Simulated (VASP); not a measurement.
# S (Fm-3m) in VASP: notebook

The runs below take S through single point, relaxation of cell and atoms, with PBEsol.

All numbers are computed with VASP 6.6.1; they aren't measurements. Logs are shortened: lines on timing, memory, paths and dates and some standing lists are left out, and cuts for length are marked.

## Step 1: The cell of the first run

Symmetry: Fm-3m, No. 225, cubic system. The conventional cell has a = 3.906 Å, b = 3.906 Å, c = 3.906 Å, α = 90.00°, β = 90.00°, γ = 90.00°. S (site symmetry m-3m) has 12 S at 2.76 Å within 3.6 Å.

This isn't the form of S at room conditions, which is orthorhombic, of S8 rings.

## Step 2: Single point, PBEsol

Contents of INCAR:

```
PREC = Accurate ; ENCUT = 500
EDIFF = 1E-6 ; ISMEAR = -1
SIGMA = 0.02 ; LREAL = F
LASPH = T ; NELM = 120
ALGO = Normal ; ISIF = 2
LWAVE = F ; LCHARG = T
GGA = PS ; LELF = T
LVHAR = T ; NBANDS = 9
GGA_COMPAT = F
```

Contents of KPOINTS:

```
Automatic mesh
0
Gamma
  17 17 17
```

Contents of POSCAR:

```
S
1.0
    0.0000000000      1.9531801230      1.9531801230
    1.9531801230      0.0000000000      1.9531801230
    1.9531801230      1.9531801230      0.0000000000
S
1
Direct
    0.0000000000      0.0000000000      0.0000000000
```

Potentials or basis: VASP PAW PBE potentials, release 64 (S).

On the command line:

```console
> cat potpaw_PBE.64/S/POTCAR > POTCAR
> mpirun -np 1 vasp_std > vasp.out
```

OUTCAR:

```text
PREC = Accurate
   ENCUT = 500
   EDIFF = 1E-6
   ISMEAR = -1
   LREAL = F
   LASPH = T
   NELM = 120
   ISIF = 2
   GGA = PS

 ion  position               nearest neighbor table
   1  0.000  0.000  0.000-

  LATTYP: Found a face centered cubic cell.
 ALAT       =     3.9063602460

  Lattice vectors:

 A1 = (   0.0000000000,   1.9531801230,   1.9531801230)
 A2 = (   1.9531801230,   0.0000000000,   1.9531801230)
 A3 = (   1.9531801230,   1.9531801230,   0.0000000000)

Analysis of symmetry for initial positions (statically):
=====================================================================
 Subroutine PRICEL returns:
 Original cell was already a primitive cell.

 Routine SETGRP: Setting up the symmetry group for a
 face centered cubic supercell.

 Subroutine GETGRP returns: Found 48 space group operations
 (whereof 48 operations were pure point group operations)
 out of a pool of 48 trial point group operations.

The static configuration has the point symmetry O_h .

Analysis of symmetry for dynamics (positions and initial velocities):
=====================================================================
 Subroutine PRICEL returns:
 Original cell was already a primitive cell.

 Routine SETGRP: Setting up the symmetry group for a
 face centered cubic supercell.

 Subroutine GETGRP returns: Found 48 space group operations
 (whereof 48 operations were pure point group operations)
 out of a pool of 48 trial point group operations.

The dynamic configuration has the point symmetry O_h .

 Subroutine INISYM returns: Found 48 space group operations
 (whereof 48 operations are pure point group operations),
 and found     1 'primitive' translations

----------------------------------------------------------------------------------------

                                     Primitive cell

  volume of cell :      14.9024

  direct lattice vectors                    reciprocal lattice vectors
     0.000000000  1.953180123  1.953180123    -0.255992775  0.255992775  0.255992775
     1.953180123  0.000000000  1.953180123     0.255992775 -0.255992775  0.255992775
     1.953180123  1.953180123  0.000000000     0.255992775  0.255992775 -0.255992775

  length of vectors
     2.762213820  2.762213820  2.762213820     0.443392493  0.443392493  0.443392493

  position of ions in fractional coordinates (direct lattice)
     0.000000000  0.000000000  0.000000000

  ion indices of the primitive-cell ions
   primitive index   ion index
                 1           1
[... 69 lines left out ...]
   LASPH  =      T    aspherical Exc in radial PAW
   ENCUT  =  500.0 eV  36.75 Ry    6.06 a.u.   5.04  5.04  5.04*2*pi/ulx,y,z
   NELM   =    120;   NELMIN=  2; NELMDL= -5     # of ELM steps
   EDIFF  = 0.1E-05   stopping-criterion for ELM
   LREAL  =      F    real-space projection
   EDIFFG = 0.1E-04   stopping-criterion for IOM
   NSW    =      0    number of steps for IOM
   IBRION =     -1    ionic relax: 0-MD 1-quasi-New 2-CG
   NFREE  =      0    steps in history (QN), initial steepest desc. (CG)
   ISIF   =      2    stress and relaxation
   ISYM   =      2    0-nonsym 1-usesym 2-fastsym
   POTIM  = 0.5000    time-step for ionic-motion
   TEBEG  =    0.0;   TEEND  =   0.0 temperature during run
   PSTRESS=    0.0 pullay stress
   NELECT =       6.0000    total number of electrons
   NUPDOWN=      -1.0000    fix difference up-down
   EMIN   =  10.00;   EMAX   =-10.00  energy-range for DOS
   EFERMI =   0.00;   METHOD = LEGACY
   ISMEAR =    -1;   SIGMA  =   0.02  broadening in eV -4-tet -1-fermi 0-gaus
   EFERMI_NEDOS =   21; number of points for ismear=-14 and -15
   IALGO  =     38    algorithm
   IMIX   =      4    mixing-type and parameters
     AMIX     =   0.40;   BMIX     =  1.00
     AMIX_MAG =   1.60;   BMIX_MAG =  1.00
  volume/ion in A,a.u.               =      14.90       100.57
  Fermi-wavevector in a.u.,A,eV,Ry     =   1.208851  2.284398 19.882492  1.461322
  Thomas-Fermi vector in A             =   2.344447
   LORBIT       =      0    0 simple, 1 ext, 2 COOP (PROOUT), +10 PAW based schemes
   GGA     = PS    functional components
   LHFCALC =     F    Hartree Fock is set to
   AEXX    =    0.0000 exact exchange contribution
   IVDW    =     0    specifies the selected vdW correction
   LEPSILON=     F    determine dielectric tensor
   LRPA    =     F    only Hartree local field effects (RPA)
 non-spin polarized calculation
  energy-cutoff  :      500.00
  volume of cell :       14.90
 maximum number of plane-waves:       388
   NGX =  9   NGY =  9   NGZ =  9

 number of electron       5.9999999 magnetization

 Free energy of the ion-electron system (eV)
  ---------------------------------------------------
  ext. energy  EPLUGINS =         0.00000000
  ---------------------------------------------------
  free energy    TOTEN  =        -3.33497161 eV

  energy without entropy =       -3.33390276  energy(sigma->0) =       -3.33443719

 E-fermi :   8.2637     XC(G=0): -11.5950

 val. band max:        8.2444578083   @ k =   0.4706   0.1765   0.0588
 cond. band min:       8.2651994996   @ k =   0.2353   0.1176   0.0588
 fundamental gap:      0.0207416913
 Fermi energy:         8.2637089150

 k-point     1 :       0.0000    0.0000    0.0000
  band No.  band energies     occupation
      1      -9.0583      2.00000
      2      11.8621      0.00000
      3      11.8621      0.00000
      4      11.8621      0.00000
      5      20.4395      0.00000
      6      20.4395      0.00000
      7      20.4395      0.00000
      8      23.5046      0.00000
      9      26.1235      0.00000
[... 265 lines left out ...]
 k-point    24 :      -0.1176    0.0588    0.0000
  band No.  band energies     occupation
      1      -8.5073      2.00000
      2       9.4335      0.00000
      3      10.8550      0.00000
      4      11.7428      0.00000
      5      19.7508      0.00000
      6      21.0205      0.00000
      7      21.3940      0.00000
      8      24.2162      0.00000
      9      24.4290      0.00000

 [... further k-points ...]
[... 5 lines left out ...]
  --------------------------------------------------------------------------------------
  -------------------------------------------------------------------------------------
  Total        0.0010025      0.0010025      0.0010025      0.0000000      0.0000000      0.0000000
  in kB        0.1077833      0.1077833      0.1077833      0.0000000      0.0000000      0.0000000
  external PRESSURE =       0.1077833 kB  Pullay stress =       0.0000000 kB

 VOLUME and BASIS-vectors are now :
 -----------------------------------------------------------------------------
  energy-cutoff  :      500.00
  volume of cell :       14.90
      direct lattice vectors                 reciprocal lattice vectors
     0.000000000  1.953180123  1.953180123    -0.255992775  0.255992775  0.255992775
     1.953180123  0.000000000  1.953180123     0.255992775 -0.255992775  0.255992775
     1.953180123  1.953180123  0.000000000     0.255992775  0.255992775 -0.255992775

 POSITION                                       TOTAL-FORCE (eV/Angst)
 -----------------------------------------------------------------------------------
      0.00000      0.00000      0.00000         0.000000      0.000000     -0.000000
 -----------------------------------------------------------------------------------
    total drift:                                0.000000     -0.000000     -0.000000

  FREE ENERGIE OF THE ION-ELECTRON SYSTEM (eV)
  ---------------------------------------------------
  free  energy   TOTEN  =        -3.3349716143 eV

  energy  without entropy=       -3.3339027600  energy(sigma->0) =       -3.33443719
```

stdout:

```text
POSCAR found type information on POSCAR S
 POSCAR found :  1 types and       1 ions
 scaLAPACK will be used
 -----------------------------------------------------------------------------
|                                                                             |
|                                                                             |
|     You enforced a specific xc type in the INCAR file but a different       |
|     I HOPE YOU KNOW WHAT YOU ARE DOING!                                     |
|                                                                             |
 -----------------------------------------------------------------------------

 LDA part: xc-table for (Slater+PW92), standard interpolation
 POSCAR, INCAR and KPOINTS ok, starting setup
 FFT: planning ... GRIDC
 FFT: planning ... GRID_SOFT
 FFT: planning ... GRID
 WAVECAR not read
 entering main loop
```

Run time: 14 s. Hardware: 1 thread of AMD EPYC 7R43 (Zen 3), shared host; peak memory 0.09 GiB.

What came out:

* Free energy: -3.3350 eV
* Pressure: 0.0 GPa
* Band gap on the k mesh: zero (bands 3 and 4 overlap by 6.22 eV)

Levels at points of the mesh, in eV from the Fermi level:
| k point | band 1 | band 2 | band 3 | band 4 | band 5 | band 6 | band 7 | band 8 |
| --- | --- | --- | --- | --- | --- | --- | --- | --- |
| (0.00, 0.00, 0.00) | -17.32 | 3.60 | 3.60 | 3.60 | 12.18 | 12.18 | 12.18 | 15.24 |

Caveat: the PAW data sets were made with another functional, which shifts forces and pressure a little.

## Step 3: Relaxation of cell and atoms, PBEsol

This run uses another cell than the first one, of 18.52 Å³/atom.

Contents of INCAR:

```
ALGO     = Normal         # electronic algorithm
EDIFF    = 1E-7           # SCF threshold, eV
EDIFFG   = -0.01          # ionic threshold
ENCUT    = 500            # plane-wave cutoff, eV
GGA      = PS             # functional
GGA_COMPAT= False        
IBRION   = 2              # ionic algorithm
ISIF     = 3              # what is computed and relaxed
ISMEAR   = -1             # smearing method
LASPH    = True           # aspherical terms in the spheres
LCHARG   = False          # write CHGCAR
LREAL    = False          # projectors in reciprocal space
LWAVE    = False          # write WAVECAR
NELM     = 120            # most SCF steps
NELMIN   = 4            
NSW      = 80             # ionic steps
PREC     = Accurate       # precision mode
SIGMA    = 0.02           # smearing width, eV
```

Contents of KPOINTS:

```
k-points
0
Gamma
  17 17 17
```

Contents of POSCAR:

```
S
1.0
    0.0000000000      2.1000000000      2.1000000000
    2.1000000000      0.0000000000      2.1000000000
    2.1000000000      2.1000000000      0.0000000000
S
1
Direct
    0.0000000000      0.0000000000      0.0000000000
```

Potentials or basis: VASP PAW PBE potentials, release 64 (S).

On the command line:

```console
> cat potpaw_PBE.64/S/POTCAR > POTCAR
> mpirun -np 1 vasp_std > vasp.out
```

It took 54 s on 1 thread of AMD EPYC 7R43 (Zen 3), shared host; peak memory 0.11 GiB.

Results (log left out):

```
Free energy                           : -3.3361 eV
Relaxed volume                        : 14.91 Å³/atom
Relaxed cell                          : a = 2.763 Å, b = 2.763 Å, c = 2.763 Å, α = 60.00°, β = 60.00°, γ = 60.00°
Space group after relaxing (to 0.1 Å) : Fm-3m (No. 225)
Energy gained by relaxing             : 176.5 meV/atom
Ionic steps                           : 3
Pressure after relaxing               : 0.0 GPa
Band gap on the k mesh                : zero (bands 3 and 4 overlap by 6.22 eV)
```

The path:
| step | energy change (eV) | largest force (eV/Å) | pressure (GPa) | volume (Å³) |
| --- | --- | --- | --- | --- |
| 1 | 0.0000 | 0.0000 | -12.97 | 18.52 |
| 2 | -0.1762 | 0.0000 | 0.82 | 14.79 |
| 3 | -0.1765 | 0.0000 | 0.04 | 14.91 |

Final structure:
```cif
data_structure
_symmetry_space_group_name_H-M 'P 1'
_symmetry_Int_Tables_number 1
_cell_length_a 2.7625
_cell_length_b 2.7625
_cell_length_c 2.7625
_cell_angle_alpha 60.000
_cell_angle_beta 60.000
_cell_angle_gamma 60.000
_cell_volume 14.91
loop_
_atom_site_label
_atom_site_type_symbol
_atom_site_fract_x
_atom_site_fract_y
_atom_site_fract_z
_atom_site_occupancy
S1 S 0.00000 0.00000 0.00000 1
```

Levels at points of the mesh, in eV from the Fermi level:
```csv
k point,band 1,band 2,band 3,band 4,band 5,band 6
"(0.00, 0.00, 0.00)",-17.32,3.60,3.60,3.60,12.18,12.18
```

Caveat: the volume moved by over 15 % at a fixed basis, so the end points are rough; the PAW data sets were made with another functional, which shifts forces and pressure a little.
